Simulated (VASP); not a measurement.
Wanted: the native input for a VASP 6.6.1 run.

| Item | Value |
| --- | --- |
| Task | single point |
| Functional | PBE |
| Potentials or basis | VASP PAW PBE potentials, release 64 (Ni) |
| Cutoff | 520 eV |
| k mesh | 14 × 14 × 14 |
| Occupations | fermi-dirac, width 0.1 eV |
| Spin | collinear spin, ferromagnetic start |
| Starting moments | [1.0, 1.0] μB |
| Dipole correction | no |
| Further INCAR settings | ALGO = Normal; EDIFF = 1e-07; NBANDS = 21 |

The structure of Ni lies in POSCAR:

```
Ni
1.0
    0.0000000000      2.4116998628      2.4116998628
    2.4116998628      0.0000000000      2.4116998628
    2.4116998628      2.4116998628      0.0000000000
Ni
2
Direct
   -0.1250000000     -0.1250000000     -0.1250000000
    0.1250000000      0.1250000000      0.1250000000
```

The input as run:

INCAR

```
PREC     = Accurate       # precision mode
ENCUT    = 520            # plane-wave cutoff, eV
EDIFF    = 1E-7           # SCF threshold, eV
ISMEAR   = -1             # smearing method
SIGMA    = 0.1            # smearing width, eV
LREAL    = False          # projectors in reciprocal space
LASPH    = True           # aspherical terms in the spheres
NELM     = 150            # most SCF steps
ALGO     = Normal         # electronic algorithm
ISIF     = 2              # what is computed and relaxed
LWAVE    = False          # write WAVECAR
LCHARG   = False          # write CHGCAR
ISPIN    = 2              # spin polarisation
MAGMOM   = 1 1            # initial moments
LORBIT   = 11             # projections on sites
LMAXMIX  = 4              # l up to which the mixer works
GGA      = PE             # functional
NBANDS   = 21             # bands
```

KPOINTS

```
Automatic mesh
0
Gamma
  14 14 14
```

Potentials or basis: VASP PAW PBE potentials, release 64 (Ni).

Command:

```bash
$ cat potpaw_PBE.64/Ni/POTCAR > POTCAR
$ mpirun -np 1 vasp_std > vasp.out
```

It gave:

The pressure is 22.3 GPa. The net moment is 1.54 μB per cell. The site moments are Ni +0.76 μB and the valence electrons inside the program's atomic spheres are Ni 9.46.

Run time: 2 min on 1 thread of Intel Xeon 6975P-C, on a shared host, peak memory 0.23 GiB.
